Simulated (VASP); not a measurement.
Wanted: the native input for a VASP 6.6.1 run.

| Quantity | Value |
| --- | --- |
| Task | single point |
| Functional | PBE |
| Potentials or basis | VASP PAW PBE potentials, release 64 (Ge_d, Sn_d, Pb_d) |
| Cutoff | 520 eV |
| k mesh | 2 × 2 × 1, shifted |
| Occupations | gaussian, width 0.1 eV |
| Spin | no spin polarisation |
| Dipole correction | no |
| Further INCAR settings | LREAL = Auto; ALGO = Normal; EDIFF = 1e-06; NBANDS = 186; ISYM = 0 |

The structure of Sn5GePb2 lies in POSCAR:

```
Sn5GePb2
1.0
   -6.7795922709     -6.3980252051      0.0902328775
   -0.0925782751      6.4003706027      6.7760128285
   -6.6656808363      6.3743466480     -6.6574105987
Ge Sn Pb
3 15 6
Direct
    0.1695573773      0.3266516355      0.3472167278
    0.0073652978      0.4949638621      0.0030587412
    0.1631950859      0.3297410956      0.5706496044
    0.5024071087      0.0010238010     -0.0127621512
    1.0018615370      1.0028621312      0.0061964513
    0.8553020417      0.1725476522      0.6645277464
    0.3194832114      0.1707217246      0.6600888172
    0.6674832789      0.8364484721      0.3370385190
    0.1690249909      0.8389015033      0.3271799667
    0.3265657544      0.1675407515      0.9137617831
    0.8446030129      0.1807394837      0.9178384183
    0.4805135348      0.5003630125      0.2628875308
    0.3163670466      0.6633593282      0.9157921893
    0.8470356370      0.6627649333      0.9362901136
    0.6700825834      0.8405417719      0.5900317524
    0.1675551114      0.8396792341      0.5783780779
    0.4973418496      0.9967417085      0.2423551016
    0.0029105396      1.0156955499      0.2579838463
    0.6660833225      0.3326425220      0.3238427335
    0.4972982289      0.5022807740      0.0038848237
    0.8381603886      0.6657697373      0.6748422196
    0.3254640180      0.6517193960      0.6573942440
    0.6623506524      0.3250651761      0.5863865592
    0.0163855155      0.4954997048      0.2494721938
```

One way to write it, as run:

INCAR

```
  PREC = Accurate
  ENCUT = 520
  EDIFF = 1E-6
  ISMEAR = 0
  SIGMA = 0.1
  LREAL = Auto
  LASPH = T
  NELM = 100
  ALGO = Normal
  ISIF = 2
  LWAVE = F
  LCHARG = F
  GGA = PE
  NBANDS = 186
  ISYM = 0
```

KPOINTS

```
Automatic mesh
0
Gamma
  2 2 1
  0.5 0.5 0
```

Potentials or basis: VASP PAW PBE potentials, release 64 (Ge_d, Sn_d, Pb_d).

Launch:

```sh
$ cat potpaw_PBE.64/Ge_d/POTCAR potpaw_PBE.64/Sn_d/POTCAR potpaw_PBE.64/Pb_d/POTCAR > POTCAR
$ mpirun -np 1 vasp_std > vasp.out
```

It gave:

| Quantity | Value |
| --- | --- |
| Pressure | -0.1 GPa |
| Largest force | 0.031 eV/Å |
| Band gap on the k mesh | 0.55 eV (least direct gap 0.57 eV) |

Caveat: the k points lie up to 0.55 Å⁻¹ apart; spin-orbit coupling is left out, which moves the levels of the heavy elements; a shifted mesh leaves out Γ, where band edges can lie.

It took 12 min on 1 thread of Intel(R) Xeon(R) Platinum 8375C CPU @ 2.90GHz (Ice Lake) (shared host), peak memory 0.94 GiB.
